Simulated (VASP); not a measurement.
O: single point with r2SCAN

O:

```
CELL_PARAMETERS angstrom
4.04225 0.00000 -0.05113
0.00000 4.02616 0.00000
-1.06459 0.00000 2.79144
ATOMIC_POSITIONS crystal
O 0.33986 0.68420 0.67023
O 0.66014 0.68420 0.82977
O 0.66014 0.31580 0.32977
O 0.33986 0.31580 0.17023
```

```yaml
Program: VASP 6.6.1
Task: single point
Functional: r2SCAN
Potentials_or_basis: VASP PAW PBE potentials, release 64 (O)
Cutoff: 520 eV
k_mesh: 6 × 4 × 6
Occupations: gaussian, width 0.01 eV
Spin: no spin polarisation
```

```yaml
Pressure: 4.8 GPa
Largest_force: 1.453 eV/Å
Band_gap_on_the_k_mesh: 0.99 eV (least direct gap 1.03 eV)
```

Forces in eV/Å, atoms in the order of the input:
```
O   -1.357 -0.008 -0.518
O    1.357 -0.008  0.518
O    1.357  0.008  0.518
O   -1.357  0.008 -0.518
```

Stress tensor (GPa, compression positive):
```
11.43  0.00  4.07
 0.00  0.66  0.00
 4.07  0.00  2.28
```

Levels at points of the mesh, in eV from the valence-band top:
| k point | band 10 | band 11 | band 12 | band 13 | band 14 | band 15 |
| --- | --- | --- | --- | --- | --- | --- |
| (0.00, 0.00, 0.00) | -4.81 | -0.59 | -0.51 | 1.98 | 2.03 | 9.75 |
| (0.50, 0.00, 0.00) | -4.90 | -1.10 | -0.15 | 2.02 | 2.21 | 7.73 |
| (0.00, 0.50, 0.00) | -5.11 | -0.37 | 0.00 | 1.30 | 1.83 | 10.79 |
| (0.50, 0.50, 0.00) | -5.20 | -0.18 | -0.04 | 0.99 | 2.06 | 8.64 |
| (0.00, 0.00, 0.50) | -5.22 | -1.00 | -1.00 | 1.79 | 1.79 | 10.72 |
| (0.50, 0.00, 0.50) | -5.22 | -1.01 | -1.01 | 1.78 | 1.78 | 10.71 |
| (0.00, 0.50, 0.50) | -4.56 | -1.50 | -1.50 | 2.38 | 2.38 | 10.84 |
| (0.50, 0.50, 0.50) | -4.55 | -1.51 | -1.51 | 2.38 | 2.38 | 10.83 |

Run time: 2.8 min on 1 thread of Intel Xeon 8259CL (shared host), peak memory 0.18 GiB.

Caveat: the standard files for N, O and F lose accuracy on very short bonds; spin is off for a triplet molecule; the stress differs along the axes, from 1 to 11 GPa; the PAW data sets were made with another functional, which shifts forces and pressure a little. A k mesh can miss the band edges.
